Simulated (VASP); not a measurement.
Input of a VASP 6.6.1 run:

INCAR

```
  PREC = Accurate
  ENCUT = 520
  EDIFF = 1E-6
  ISMEAR = 0
  SIGMA = 0.05
  LREAL = F
  LASPH = T
  NELM = 150
  ALGO = Normal
  ISIF = 2
  LWAVE = F
  LCHARG = F
  ISPIN = 2
  MAGMOM = 2 -2 0 0
  LORBIT = 11
  LMAXMIX = 4
  LDAU = T
  LDAUTYPE = 2
  LDAUL = 2 -1
  LDAUU = 6.2 0
  LDAUJ = 0 0
  LDAUPRINT = 1
  GGA = PE
  NBANDS = 28
```

File KPOINTS:

```
Automatic mesh
0
Gamma
  8 8 6
```

The input POSCAR:

```
NiO
1.0
    0.0000000000      2.1337897282     -2.1337897282
    0.0000000000      2.1337897282      2.1337897282
    4.2675794564      0.0000000000      0.0000000000
Ni O
2 2
Direct
    0.0000000000      0.0000000000      0.0000000000
    0.5000000000      0.5000000000      0.5000000000
    0.0000000000      1.0000000000      0.5000000000
    0.5000000000      1.5000000000      1.0000000000
```

Potentials or basis: VASP PAW PBE potentials, release 64 (Ni, O).

Command:

```console
$ cat potpaw_PBE.64/Ni/POTCAR potpaw_PBE.64/O/POTCAR > POTCAR
$ mpirun -np 1 vasp_std > vasp.out
```

(1) What does it give for the site moments?

(2) Predict the net moment.

(3) Predict the band gap on the k mesh.

Results:

(1) Ni +1.84, -1.84; O -0.06, +0.06 μB.

(2) 0.00 μB per cell.

(3) 2.43 eV.

Caveat: the cell stands under tension.
